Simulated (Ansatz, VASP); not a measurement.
Given: the input of a run of Ansatz 0.2.0 on MgO.

Contents of input.yaml:

```yaml
crystal:
  lattice:
    - [3.5322565169, 0.0, 0.0]
    - [-1.7661282585, 3.0590238763, 0.0]
    - [0.0, 0.0, 4.2330217516]
  atoms:
    - { symbol: Mg, position: [0.3333333333, 0.6666666667, 0.25] }
    - { symbol: Mg, position: [0.6666666667, 0.3333333333, 0.75] }
    - { symbol: O, position: [0.3333333333, 0.6666666667, 0.75] }
    - { symbol: O, position: [0.6666666667, 0.3333333333, 0.25] }
hamiltonian:
  xc: pbe
  pseudopotentials: { kind: paw }
kpoints:
  mp_grid: { grid: [9, 9, 7] }
scf:
  occupations: { method: fermi_dirac, width: 0.05 }
output:
  forces: true
  stress: true
  eigenvalues: true
```

Potentials or basis: Ansatz PAW.

The run is started by

```bash
$ ansatz run input.yaml --threads 2 --pin off --max-ram 5120MiB --backend cpu --events-out ev --progress --plain --runs-dir out
```

Question: Set up the same calculation for VASP 6.6.1. Potentials there: VASP PAW PBE potentials, release 64 (Mg, O).

Answer: As run (the cutoff follows the program's own potentials):

File INCAR:

```
ALGO = Normal
EDIFF = 1E-6
ENCUT = 520
GGA = PE
ISIF = 2
ISMEAR = -1
LASPH = True
LCHARG = False
LREAL = False
LWAVE = False
NBANDS = 16
NELM = 100
PREC = Accurate
SIGMA = 0.05
```

The input KPOINTS:

```
k-points
0
Gamma
  9 9 7
```

The input POSCAR:

```
MgO
1.0
    3.5322565169      0.0000000000      0.0000000000
   -1.7661282585      3.0590238763      0.0000000000
    0.0000000000      0.0000000000      4.2330217516
Mg O
2 2
Direct
    0.3333333333      0.6666666667      0.2500000000
    0.6666666667      0.3333333333      0.7500000000
    0.3333333333      0.6666666667      0.7500000000
    0.6666666667      0.3333333333      0.2500000000
```

Potentials or basis: VASP PAW PBE potentials, release 64 (Mg, O).

Launch:

```console
$ cat potpaw_PBE.64/Mg/POTCAR potpaw_PBE.64/O/POTCAR > POTCAR
$ mpirun -np 1 vasp_std > vasp.out
```

Both were run:

|  | VASP | Ansatz | Ansatz less VASP |
| --- | --- | --- | --- |
| gap on the k mesh at the Fermi level (eV) | 3.24 | 3.26 | +0.018 |
| least direct gap on the mesh (eV) | 3.24 | 3.26 | +0.018 |
| pressure (GPa) | -1.2 | -0.6 | +0.57 |
| traceless stress, the component that is largest in VASP (GPa) | 0.33 | 0.43 | +0.097 |

VASP's potentials hold 16 valence electrons a cell and Ansatz's 32, so a difference there can come from the potentials and not from the codes.

Noted on Ansatz's run: odd divisions of the mesh miss points on the zone boundary, where band edges often lie, so the gap on the mesh can be too wide.
